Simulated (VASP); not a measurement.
Write the native input for VASP 6.6.1 that does the following.

```yaml
Task: single point
Functional: PBEsol
Potentials_or_basis: VASP PAW PBE potentials, release 64 (Al, Pt)
Cutoff: 520 eV
k_mesh: 8 × 8 × 6
Occupations: gaussian, width 0.1 eV
Spin: no spin polarisation
Dipole_correction: no
Further_INCAR_settings: ALGO = Fast; EDIFF = 1e-07; NBANDS = 25
```

The structure of Al2Pt lies in POSCAR:

```
Al2Pt
1.0
    2.9703692243      2.9703692243      0.0000000000
   -2.9703692243      2.9703692243      0.0000000000
    0.0000000000      0.0000000000      5.7196191514
Al Pt
4 2
Direct
    0.0000000000      0.5000000000      0.7500000000
    0.5000000000      0.0000000000      0.7500000000
    0.5000000000      0.0000000000      0.2500000000
    0.0000000000      0.5000000000      0.2500000000
    0.0000000000      0.0000000000      0.0000000000
    0.5000000000      0.5000000000      0.5000000000
```

This cell differs from its parent crystal: uniaxial strain along c: -3.0 %.

The input as run:

INCAR

```
SYSTEM = Al2Pt
  PREC = Accurate
  ENCUT = 520
  EDIFF = 1E-7
  ISMEAR = 0
  SIGMA = 0.1
  LREAL = .False.
  LASPH = .True.
  NELM = 60
  ALGO = Fast
  ISIF = 2
  LWAVE = .False.
  LCHARG = .False.
  GGA = PS
  NBANDS = 25
```

KPOINTS

```
Automatic mesh
0
Gamma
  8 8 6
  0 0 0
```

Potentials or basis: VASP PAW PBE potentials, release 64 (Al, Pt).

Run with:

```console
$ cat potpaw_PBE.64/Al/POTCAR potpaw_PBE.64/Pt/POTCAR > POTCAR
$ mpirun -np 1 vasp_std > vasp.out
```

Results of the run:

```yaml
Pressure: 2.2 GPa
Band_gap_on_the_k_mesh: zero (bands 16 and 17 overlap by 4.45 eV)
```

Caveat: the cell differs from its parent crystal (uniaxial strain along c: -3.0 %); the PAW data sets were made with another functional, which shifts forces and pressure a little; spin-orbit coupling is left out, which moves the levels of the heavy elements.

Run time: 87 s on 1 thread of Intel(R) Xeon(R) Platinum 8559C (Emerald Rapids), on a shared host, peak memory 0.29 GiB.
